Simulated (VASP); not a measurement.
# MnO2: single point with PBE+U

MnO2:

```
CELL_PARAMETERS angstrom
2.81797 0.00000 0.00000
-1.40899 2.44043 0.00000
0.00000 0.00000 4.53919
ATOMIC_POSITIONS crystal
Mn 0.00000 0.00000 0.50000
O 0.66667 0.33333 0.29371
O 0.33333 0.66667 0.70629
```

| Item | Value |
| --- | --- |
| Program | VASP 6.6.1 |
| Task | single point |
| Functional | PBE |
| Potentials or basis | VASP PAW PBE potentials, release 64 (Mn_pv, O) |
| Cutoff | 520 eV |
| k mesh | 12 × 12 × 6 |
| Occupations | gaussian, width 0.02 eV |
| Spin | collinear spin, ferromagnetic start |
| Starting moments | [4.0, 0.0, 0.0] μB |
| Hubbard terms | Mn d U = 3.9 eV |
| Dipole correction | no |
| Further INCAR settings | ALGO = Normal; EDIFF = 1e-06; NBANDS = 24 |

```
Pressure                                              : 20.2 GPa
Largest force                                         : 1.188 eV/Å
Band gap on the k mesh                                : 2.20 eV (least direct gap 2.32 eV)
Net moment                                            : 3.00 μB per cell
Site moments                                          : Mn +3.08; O -0.06 μB
Valence electrons inside the program's atomic spheres : Mn 11.82; O 5.04
```

Forces on the atoms (eV/Å):
```
Mn   0.000  0.000  0.000
O    0.000  0.000 -1.188
O    0.000  0.000  1.188
```

Stress tensor (GPa, compression positive):
```
23.16  0.00  0.00
 0.00 23.16  0.00
 0.00  0.00 14.24
```

Levels at points of the mesh, in eV from the valence-band top:
Spin up:
| k point | band 11 | band 12 | band 13 | band 14 | band 15 | band 16 | band 17 | band 18 |
| --- | --- | --- | --- | --- | --- | --- | --- | --- |
| (0.00, 0.00, 0.00) | -0.77 | -0.61 | -0.61 | -0.36 | 3.58 | 3.58 | 8.18 | 11.33 |
| (0.50, 0.00, 0.00) | -2.52 | -2.25 | -1.70 | -1.24 | 2.78 | 3.49 | 12.73 | 13.74 |
| (0.00, 0.00, 0.50) | -1.77 | -0.66 | -0.66 | -0.20 | 3.64 | 3.64 | 10.29 | 10.60 |
| (0.50, 0.00, 0.50) | -2.44 | -2.14 | -1.53 | -1.01 | 2.82 | 3.38 | 11.86 | 14.04 |
Spin down:
```csv
k point,band 8,band 9,band 10,band 11,band 12,band 13,band 14,band 15
"(0.00, 0.00, 0.00)",-4.37,-0.72,-0.72,-0.39,2.82,2.82,4.38,5.42
"(0.50, 0.00, 0.00)",-3.52,-2.39,-2.26,-1.69,2.93,3.59,3.92,4.96
"(0.00, 0.00, 0.50)",-3.75,-1.81,-0.77,-0.77,2.81,2.81,4.46,5.47
"(0.50, 0.00, 0.50)",-3.59,-2.26,-2.16,-0.99,2.95,3.57,3.92,4.93
```

Eigenvalues of the final occupation matrices:
```csv
site,spin,trace,eigenvalues
site 1 d,1,3.98,0.54 0.54 0.97 0.97 0.97
site 1 d,2,0.98,0.09 0.09 0.09 0.35 0.35
```

It took 120 s on 1 thread of Intel(R) Xeon(R) Platinum 8259CL CPU @ 2.50GHz (Skylake/Cascade Lake), on a shared host, peak memory 0.24 GiB.

Caveat: the stress differs along the axes, from 14 to 23 GPa; a cell with one magnetic atom can't hold antiferromagnetic order, which such compounds often take; forces of over 1 eV/Å act on the atoms, so gaps and moduli don't describe the material at rest. The state reached can hang on the start; a lower one may exist.
